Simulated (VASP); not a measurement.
# Te2Mo (P6_3/mmc) in VASP: a series of runs

The runs below take Te2Mo through single point, with r2SCAN+U.

Program: VASP 6.6.1. These are calculated values, not measurements. Logs are shortened: lines on timing, memory, paths and dates and some standing lists are left out, and cuts for length are marked.

## Step 1: The cell of the first run

It takes space group P6_3/mmc (No. 194, hexagonal). Conventional cell: a = 3.518 Å, b = 3.518 Å, c = 13.974 Å, α = 90.00°, β = 90.00°, γ = 120.00°. Within 3.6 Å of Te (site symmetry 3m) lie 3 Mo at 2.72 Å and 6 Te at 3.52 Å. Within 3.6 Å of Mo (site symmetry -6m2) lie 6 Te at 2.72 Å and 6 Mo at 3.52 Å.

## Step 2: Single point, r2SCAN+U, collinear spin, ferromagnetic start

Input file POSCAR:

```
Te2Mo
1.0
    3.5181997400      0.0000000000      0.0000000000
   -1.7590998700      3.0468503500      0.0000000000
    0.0000000000      0.0000000000     13.9735999500
Te Mo
4 2
Direct
    0.3333333333      0.6666666667      0.6210000000
    0.6666666667      0.3333333333      0.1210000000
    0.3333333333      0.6666666667      0.8790000000
    0.6666666667      0.3333333333      0.3790000000
    0.3333333333      0.6666666667      0.2500000000
    0.6666666667      0.3333333333      0.7500000000
```

Input file INCAR.step1:

```
ALGO = Normal
EDIFF = 1E-4
ENCUT = 520
GGA = PE
ISMEAR = 0
ISPIN = 2
LASPH = True
LCHARG = False
LDAU = True
LDAUJ = 0 0
LDAUL = -1 2
LDAUTYPE = 2
LDAUU = 0 4
LMAXMIX = 4
LREAL = False
LWAVE = True
MAGMOM = 0 0 0 0 2 2
NBANDS = 39
NELM = 150
PREC = Accurate
SIGMA = 0.05
```

Input file INCAR.step2:

```
ALGO = Normal
EDIFF = 1E-6
ENCUT = 520
ISIF = 2
ISMEAR = 0
ISPIN = 2
ISTART = 1
LASPH = True
LCHARG = True
LDAU = True
LDAUJ = 0 0
LDAUL = -1 2
LDAUPRINT = 1
LDAUTYPE = 2
LDAUU = 0 4
LELF = True
LMAXMIX = 4
LMIXTAU = True
LORBIT = 11
LREAL = False
LVHAR = True
LWAVE = False
MAGMOM = 0 0 0 0 2 2
METAGGA = R2SCAN
NBANDS = 39
NELM = 150
PREC = Accurate
SIGMA = 0.05
```

Input file KPOINTS:

```
k-points
0
Gamma
  6 6 2
```

Potentials or basis: VASP PAW PBE potentials, release 64 (Te, Mo_sv).

Run with:

```console
> cat potpaw_PBE.64/Te/POTCAR potpaw_PBE.64/Mo_sv/POTCAR > POTCAR
> cp INCAR.step1 INCAR
> mpirun -np 1 vasp_std > vasp.out
> cp INCAR.step2 INCAR
> mpirun -np 1 vasp_std > vasp.out
```

OUTCAR:

```text
EDIFF = 1E-6
   ENCUT = 520
   ISIF = 2
   ISMEAR = 0
   ISPIN = 2
   ISTART = 1
   LASPH = True
   LORBIT = 11
   LREAL = False
   METAGGA = R2SCAN
   NELM = 150
   PREC = Accurate

 ion  position               nearest neighbor table
   1  0.333  0.667  0.621-   6 2.72   6 2.72   6 2.72   3 3.61
   2  0.667  0.333  0.121-   5 2.72   5 2.72   5 2.72   4 3.61
   3  0.333  0.667  0.879-   6 2.72   6 2.72   6 2.72   1 3.61
   4  0.667  0.333  0.379-   5 2.72   5 2.72   5 2.72   2 3.61
   5  0.333  0.667  0.250-   2 2.72   4 2.72   2 2.72   4 2.72   2 2.72   4 2.72
   6  0.667  0.333  0.750-   1 2.72   3 2.72   1 2.72   3 2.72   1 2.72   3 2.72

  LATTYP: Found a hexagonal cell.
 ALAT       =     3.5181997400
 C/A-ratio  =     3.9718040426

  Lattice vectors:

 A1 = (   3.5181997400,   0.0000000000,   0.0000000000)
 A2 = (  -1.7590998700,   3.0468503500,   0.0000000000)
 A3 = (   0.0000000000,   0.0000000000,  13.9735999500)

Analysis of symmetry for initial positions (statically):
=====================================================================
 Subroutine PRICEL returns:
 Original cell was already a primitive cell.

 Routine SETGRP: Setting up the symmetry group for a
 hexagonal supercell.

 Subroutine GETGRP returns: Found 24 space group operations
 (whereof 12 operations were pure point group operations)
 out of a pool of 24 trial point group operations.

The static configuration has the point symmetry D_3d.
 The point group associated with its full space group is D_6h.

Analysis of symmetry for dynamics (positions and initial velocities):
=====================================================================
 Subroutine PRICEL returns:
 Original cell was already a primitive cell.

 Routine SETGRP: Setting up the symmetry group for a
 hexagonal supercell.

 Subroutine GETGRP returns: Found 24 space group operations
 (whereof 12 operations were pure point group operations)
 out of a pool of 24 trial point group operations.

The dynamic configuration has the point symmetry D_3d.
 The point group associated with its full space group is D_6h.

Analysis of structural, dynamic, and magnetic symmetry:
=====================================================================
 Subroutine PRICEL returns:
 Original cell was already a primitive cell.

 Routine SETGRP: Setting up the symmetry group for a
 hexagonal supercell.

 Subroutine GETGRP returns: Found 24 space group operations
 (whereof 12 operations were pure point group operations)
 out of a pool of 24 trial point group operations.

The overall configuration has the point symmetry D_3d.
 The point group associated with its full space group is D_6h.

 Subroutine INISYM returns: Found 24 space group operations
 (whereof 12 operations are pure point group operations),
 and found     1 'primitive' translations

----------------------------------------------------------------------------------------

                                     Primitive cell

  volume of cell :     149.7890

  direct lattice vectors                    reciprocal lattice vectors
     3.518199740  0.000000000  0.000000000     0.284236278  0.164103892  0.000000000
    -1.759099870  3.046850350  0.000000000     0.000000000  0.328207783  0.000000000
     0.000000000  0.000000000 13.973599950     0.000000000  0.000000000  0.071563520

  length of vectors
     3.518199740  3.518199740 13.973599950     0.328207783  0.328207783  0.071563520

  position of ions in fractional coordinates (direct lattice)
     0.333333333  0.666666667  0.621000000
     0.666666667  0.333333333  0.121000000
     0.333333333  0.666666667  0.879000000
     0.666666667  0.333333333  0.379000000
     0.333333333  0.666666667  0.250000000
     0.666666667  0.333333333  0.750000000

  ion indices of the primitive-cell ions
   primitive index   ion index
                 1           1
                 2           2
                 3           3
                 4           4
                 5           5
                 6           6

[... 104 lines left out ...]

 onsite density matrix

spin component  1

  0.3851 -0.0000  0.0000 -0.0000  0.0000
 -0.0000  0.3998 -0.0000 -0.0000 -0.0000
  0.0000 -0.0000  0.3868  0.0000 -0.0000
 -0.0000 -0.0000  0.0000  0.3998 -0.0000
  0.0000 -0.0000 -0.0000 -0.0000  0.3851

spin component  2

  0.3851  0.0000  0.0000  0.0000  0.0000
  0.0000  0.3998  0.0000 -0.0000  0.0000
  0.0000  0.0000  0.3868 -0.0000 -0.0000
  0.0000 -0.0000 -0.0000  0.3998  0.0000
  0.0000  0.0000 -0.0000  0.0000  0.3851

 occupancies and eigenvectors

  o =  0.3851  v =  1.0000  0.0000  0.0000  0.0000  0.0000  0.0000  0.0000  0.0000  0.0000  0.0000      0.0000  0.0000  0.0000  0.0000  0.0000  0.0000  0.0000  0.0000  0.0000  0.0000
  o =  0.3851  v =  0.0000 -0.0000  0.0000 -0.0000  1.0000  0.0000  0.0000  0.0000  0.0000  0.0000      0.0000  0.0000  0.0000  0.0000  0.0000  0.0000  0.0000  0.0000  0.0000  0.0000
  o =  0.3851  v =  0.0000  0.0000  0.0000  0.0000  0.0000  1.0000  0.0000  0.0000  0.0000  0.0000      0.0000  0.0000  0.0000  0.0000  0.0000  0.0000  0.0000  0.0000  0.0000  0.0000
  o =  0.3851  v =  0.0000  0.0000  0.0000  0.0000  0.0000  0.0000  0.0000  0.0000 -0.0000  1.0000      0.0000  0.0000  0.0000  0.0000  0.0000  0.0000  0.0000  0.0000  0.0000  0.0000
  o =  0.3868  v =  0.0000  0.0000  0.0000  0.0000  0.0000  0.0000 -0.0000 -1.0000 -0.0000  0.0000      0.0000  0.0000  0.0000  0.0000  0.0000  0.0000  0.0000  0.0000  0.0000  0.0000
  o =  0.3868  v =  0.0000  0.0000  1.0000  0.0000 -0.0000  0.0000  0.0000  0.0000  0.0000  0.0000      0.0000  0.0000  0.0000  0.0000  0.0000  0.0000  0.0000  0.0000  0.0000  0.0000
  o =  0.3998  v =  0.0000 -1.0000  0.0000 -0.0000 -0.0000  0.0000  0.0000  0.0000  0.0000  0.0000      0.0000  0.0000  0.0000  0.0000  0.0000  0.0000  0.0000  0.0000  0.0000  0.0000
  o =  0.3998  v =  0.0000 -0.0000  0.0000  1.0000  0.0000  0.0000  0.0000  0.0000  0.0000  0.0000      0.0000  0.0000  0.0000  0.0000  0.0000  0.0000  0.0000  0.0000  0.0000  0.0000
  o =  0.3998  v =  0.0000  0.0000  0.0000  0.0000  0.0000  0.0000  1.0000 -0.0000 -0.0000 -0.0000      0.0000  0.0000  0.0000  0.0000  0.0000  0.0000  0.0000  0.0000  0.0000  0.0000
  o =  0.3998  v =  0.0000  0.0000  0.0000  0.0000  0.0000  0.0000  0.0000 -0.0000  1.0000  0.0000      0.0000  0.0000  0.0000  0.0000  0.0000  0.0000  0.0000  0.0000  0.0000  0.0000

atom =   6  type =  2  l = 2

 onsite density matrix

spin component  1

  0.3851 -0.0000  0.0000 -0.0000  0.0000
 -0.0000  0.3998 -0.0000 -0.0000  0.0000
  0.0000 -0.0000  0.3868 -0.0000 -0.0000
 -0.0000 -0.0000 -0.0000  0.3998 -0.0000
  0.0000  0.0000 -0.0000 -0.0000  0.3851

spin component  2

  0.3851  0.0000  0.0000  0.0000  0.0000
  0.0000  0.3998  0.0000 -0.0000 -0.0000
  0.0000  0.0000  0.3868  0.0000 -0.0000
  0.0000 -0.0000  0.0000  0.3998  0.0000
  0.0000 -0.0000 -0.0000  0.0000  0.3851

 occupancies and eigenvectors

  o =  0.3851  v =  1.0000  0.0000  0.0000  0.0000  0.0000  0.0000  0.0000  0.0000  0.0000  0.0000      0.0000  0.0000  0.0000  0.0000  0.0000  0.0000  0.0000  0.0000  0.0000  0.0000
  o =  0.3851  v =  0.0000 -0.0000  0.0000 -0.0000  1.0000  0.0000  0.0000  0.0000  0.0000  0.0000      0.0000  0.0000  0.0000  0.0000  0.0000  0.0000  0.0000  0.0000  0.0000  0.0000
  o =  0.3851  v =  0.0000  0.0000  0.0000  0.0000  0.0000  1.0000  0.0000  0.0000  0.0000  0.0000      0.0000  0.0000  0.0000  0.0000  0.0000  0.0000  0.0000  0.0000  0.0000  0.0000
  o =  0.3851  v =  0.0000  0.0000  0.0000  0.0000  0.0000  0.0000  0.0000 -0.0000  0.0000 -1.0000      0.0000  0.0000  0.0000  0.0000  0.0000  0.0000  0.0000  0.0000  0.0000  0.0000
  o =  0.3868  v =  0.0000  0.0000  0.0000  0.0000  0.0000  0.0000  0.0000 -1.0000 -0.0000  0.0000      0.0000  0.0000  0.0000  0.0000  0.0000  0.0000  0.0000  0.0000  0.0000  0.0000
  o =  0.3868  v =  0.0000  0.0000 -1.0000 -0.0000  0.0000  0.0000  0.0000  0.0000  0.0000  0.0000      0.0000  0.0000  0.0000  0.0000  0.0000  0.0000  0.0000  0.0000  0.0000  0.0000
  o =  0.3998  v =  0.0000  1.0000  0.0000 -0.0000  0.0000  0.0000  0.0000  0.0000  0.0000  0.0000      0.0000  0.0000  0.0000  0.0000  0.0000  0.0000  0.0000  0.0000  0.0000  0.0000
  o =  0.3998  v =  0.0000 -0.0000  0.0000 -1.0000  0.0000  0.0000  0.0000  0.0000  0.0000  0.0000      0.0000  0.0000  0.0000  0.0000  0.0000  0.0000  0.0000  0.0000  0.0000  0.0000
  o =  0.3998  v =  0.0000  0.0000  0.0000  0.0000  0.0000  0.0000  1.0000  0.0000 -0.0000  0.0000      0.0000  0.0000  0.0000  0.0000  0.0000  0.0000  0.0000  0.0000  0.0000  0.0000
  o =  0.3998  v =  0.0000  0.0000  0.0000  0.0000  0.0000  0.0000  0.0000 -0.0000  1.0000  0.0000      0.0000  0.0000  0.0000  0.0000  0.0000  0.0000  0.0000  0.0000  0.0000  0.0000

 number of electron      51.9999997 magnetization      -0.0000000

 Free energy of the ion-electron system (eV)
  ---------------------------------------------------
  ext. energy  EPLUGINS =         0.00000000
  ---------------------------------------------------
  free energy    TOTEN  =      -146.01785560 eV

  energy without entropy =     -146.01785560  energy(sigma->0) =     -146.01785560

 E-fermi :   8.4685     XC(G=0): -11.0338

 val. band max:        8.1925067595   @ k =   0.0000   0.0000   0.0000
 cond. band min:       9.1099271180   @ k =   0.1667   0.1667   0.0000
 fundamental gap:      0.9174203585
 Fermi energy:         8.4685422180

 spin component 1

 k-point     1 :       0.0000    0.0000    0.0000
  band No.  band energies     occupation
      1     -55.0627      1.00000
      2     -55.0627      1.00000
      3     -28.4812      1.00000
      4     -28.4812      1.00000
      5     -28.3681      1.00000
      6     -28.3681      1.00000
[... 563 lines left out ...]
     37      14.2191      0.00000
     38      14.2191      0.00000
 Fermi energy:         8.4685422180

 spin component 2

 k-point     1 :       0.0000    0.0000    0.0000
  band No.  band energies     occupation
      1     -55.0628      1.00000
      2     -55.0628      1.00000
      3     -28.4812      1.00000
      4     -28.4812      1.00000
      5     -28.3681      1.00000
      6     -28.3681      1.00000
[... 563 lines left out ...]
     37      14.2191      0.00000
     38      14.2191      0.00000
 [bands above 38 left out]

------------------------ aborting loop because EDIFF is reached ----------------------------------------

  FORCE on cell =-STRESS in cart. coord.  units (eV):
  Direction    XX          YY          ZZ          XY          YZ          ZX
  --------------------------------------------------------------------------------------
  -------------------------------------------------------------------------------------
  Total        3.5619138      3.5619138      3.4114739      0.0000000     -0.0000000      0.0000000
  in kB       38.0990425     38.0990425     36.4899029      0.0000000     -0.0000000      0.0000000
  external PRESSURE =      37.5626626 kB  Pullay stress =       0.0000000 kB

 VOLUME and BASIS-vectors are now :
 -----------------------------------------------------------------------------
  energy-cutoff  :      520.00
  volume of cell :      149.79
      direct lattice vectors                 reciprocal lattice vectors
     3.518199740  0.000000000  0.000000000     0.284236278  0.164103892  0.000000000
    -1.759099870  3.046850350  0.000000000     0.000000000  0.328207783  0.000000000
     0.000000000  0.000000000 13.973599950     0.000000000  0.000000000  0.071563520

 POSITION                                       TOTAL-FORCE (eV/Angst)
 -----------------------------------------------------------------------------------
     -0.00000      2.03123      8.67761         0.000000     -0.000000     -0.169674
      1.75910      1.01562      1.69081        -0.000000     -0.000000     -0.169674
     -0.00000      2.03123     12.28279         0.000000     -0.000000      0.169674
      1.75910      1.01562      5.29599        -0.000000     -0.000000      0.169674
     -0.00000      2.03123      3.49340         0.000000     -0.000000      0.000000
      1.75910      1.01562     10.48020        -0.000000      0.000000      0.000000
 -----------------------------------------------------------------------------------
    total drift:                               -0.000000      0.000000     -0.000000

  FREE ENERGIE OF THE ION-ELECTRON SYSTEM (eV)
  ---------------------------------------------------
  free  energy   TOTEN  =      -146.0178556033 eV

  energy  without entropy=     -146.0178556033  energy(sigma->0) =     -146.01785560

 total charge

# of ion       s       p       d       tot
------------------------------------------
    1        1.393   2.030   0.067   3.490
    2        1.393   2.030   0.067   3.490
    3        1.393   2.030   0.067   3.490
    4        1.393   2.030   0.067   3.490
    5        2.256   6.157   3.866  12.279
    6        2.256   6.157   3.866  12.279
--------------------------------------------------
tot         10.084  20.434   8.001  38.519

 magnetization (x)

# of ion       s       p       d       tot
------------------------------------------
    1        0.000   0.000   0.000   0.000
    2        0.000   0.000   0.000   0.000
    3        0.000   0.000   0.000   0.000
    4        0.000   0.000   0.000   0.000
    5       -0.000  -0.000  -0.000  -0.000
    6       -0.000  -0.000  -0.000  -0.000
--------------------------------------------------
tot          0.000   0.000  -0.000  -0.000
```

Wall time 21 min (1 thread of Oxide Virtual Turin-like, shared host); peak memory 0.41 GiB.

What came out:

* Free energy: -146.0179 eV
* Pressure: 3.8 GPa
* Largest force: 0.170 eV/Å
* Band gap on the k mesh: 0.92 eV, indirect (least direct gap 1.12 eV)
* Net moment: 0.00 μB per cell
* Valence electrons inside the program's atomic spheres: Te 3.49; Mo 12.28

Forces in eV/Å, atoms in the order of the input:
```
Te   0.000  0.000 -0.170
Te   0.000  0.000 -0.170
Te   0.000  0.000  0.170
Te   0.000  0.000  0.170
Mo   0.000  0.000  0.000
Mo   0.000  0.000  0.000
```

Eigenvalues of the final occupation matrices:
```csv
site,spin,trace,eigenvalues
site 5 d,1,1.96,0.39 0.39 0.39 0.40 0.40
site 5 d,2,1.96,0.39 0.39 0.39 0.40 0.40
site 6 d,1,1.96,0.39 0.39 0.39 0.40 0.40
site 6 d,2,1.96,0.39 0.39 0.39 0.40 0.40
```

Caveat: the PAW data sets were made with another functional, which shifts forces and pressure a little; spin-orbit coupling is left out, which moves the levels of the heavy elements; the U is typed as a test and isn't derived for this compound. A k mesh can miss the band edges.

## Step 3: Single point, r2SCAN+U, collinear spin, antiferromagnetic start

POSCAR is that of step 2.

Input file INCAR.step1:

```
PREC = Accurate
ENCUT = 520
ISMEAR = 0
SIGMA = 0.05
LREAL = F
LASPH = T
NELM = 150
ISPIN = 2
MAGMOM = 0.02 -0.02 0.02 -0.02 0.07 -0.07
LMAXMIX = 4
LDAU = T
LDAUTYPE = 2
LDAUL = -1 2
LDAUU = 0 4
LDAUJ = 0 0
NBANDS = 39
GGA = PE
ALGO = Normal
EDIFF = 1E-4
LWAVE = T
LCHARG = F
```

Input file INCAR.step2:

```
PREC = Accurate
ENCUT = 520
EDIFF = 1E-6
ISMEAR = 0
SIGMA = 0.05
LREAL = F
LASPH = T
NELM = 150
ALGO = Normal
ISIF = 2
LWAVE = F
LCHARG = F
ISPIN = 2
MAGMOM = 0.02 -0.02 0.02 -0.02 0.07 -0.07
LORBIT = 11
LMAXMIX = 4
LDAU = T
LDAUTYPE = 2
LDAUL = -1 2
LDAUU = 0 4
LDAUJ = 0 0
LDAUPRINT = 1
METAGGA = R2SCAN
LMIXTAU = T
NBANDS = 39
ISTART = 1
```

Input file KPOINTS:

```
Automatic mesh
0
Gamma
  6 6 2
```

Potentials or basis: VASP PAW PBE potentials, release 64 (Te, Mo_sv).

Run with:

```console
> cat potpaw_PBE.64/Te/POTCAR potpaw_PBE.64/Mo_sv/POTCAR > POTCAR
> cp INCAR.step1 INCAR
> mpirun -np 1 vasp_std > vasp.out
> cp INCAR.step2 INCAR
> mpirun -np 1 vasp_std > vasp.out
```

It took 18 min on 1 thread of Oxide Virtual Turin-like, shared host; peak memory 0.4 GiB.

The run converged. Its results:

```
Free energy                                           : -146.0179 eV
Pressure                                              : 3.8 GPa
Largest force                                         : 0.170 eV/Å
Band gap on the k mesh                                : 0.92 eV, indirect (least direct gap 1.12 eV)
Net moment                                            : 0.00 μB per cell
Valence electrons inside the program's atomic spheres : Te 3.49; Mo 12.28
```

Forces on the atoms (eV/Å):
```
Te   0.000  0.000 -0.170
Te   0.000  0.000 -0.170
Te   0.000  0.000  0.170
Te   0.000  0.000  0.170
Mo   0.000  0.000  0.000
Mo   0.000  0.000  0.000
```

Stress tensor (GPa, compression positive):
```
3.81 0.00 0.00
0.00 3.81 0.00
0.00 0.00 3.65
```

Levels at points of the mesh, in eV from the valence-band top:
Spin up:
```
           k point  band 22  band 23  band 24  band 25  band 26  band 27  band 28  band 29  band 30  band 31
(0.00, 0.00, 0.00)    -1.15    -1.15    -1.07    -0.52     0.00     2.95     2.95     3.09     3.09     3.21
(0.50, 0.00, 0.00)    -2.03    -1.14    -1.06    -0.81    -0.51     1.37     1.43     1.60     1.91     2.81
(0.00, 0.00, 0.50)    -1.16    -1.16    -1.16    -0.12    -0.12     2.99     2.99     2.99     2.99     3.36
(0.50, 0.00, 0.50)    -2.12    -1.08    -1.08    -0.66    -0.66     1.40     1.40     1.77     1.77     3.23
```
Spin down:
```tsv
k point	band 24	band 25	band 26	band 27	band 28	band 29
(0.00, 0.00, 0.00)	-1.07	-0.52	0.00	2.95	2.95	3.09
(0.50, 0.00, 0.00)	-1.06	-0.81	-0.51	1.37	1.43	1.60
(0.00, 0.00, 0.50)	-1.16	-0.12	-0.12	2.99	2.99	2.99
(0.50, 0.00, 0.50)	-1.08	-0.66	-0.66	1.40	1.40	1.77
```

Eigenvalues of the final occupation matrices:
| site | spin | trace | eigenvalues |
| --- | --- | --- | --- |
| site 5 d | 1 | 1.96 | 0.39 0.39 0.39 0.40 0.40 |
| site 5 d | 2 | 1.96 | 0.39 0.39 0.39 0.40 0.40 |
| site 6 d | 1 | 1.96 | 0.39 0.39 0.39 0.40 0.40 |
| site 6 d | 2 | 1.96 | 0.39 0.39 0.39 0.40 0.40 |

Caveat: the PAW data sets were made with another functional, which shifts forces and pressure a little; spin-orbit coupling is left out, which moves the levels of the heavy elements; the U is typed as a test and isn't derived for this compound. A k mesh can miss the band edges.
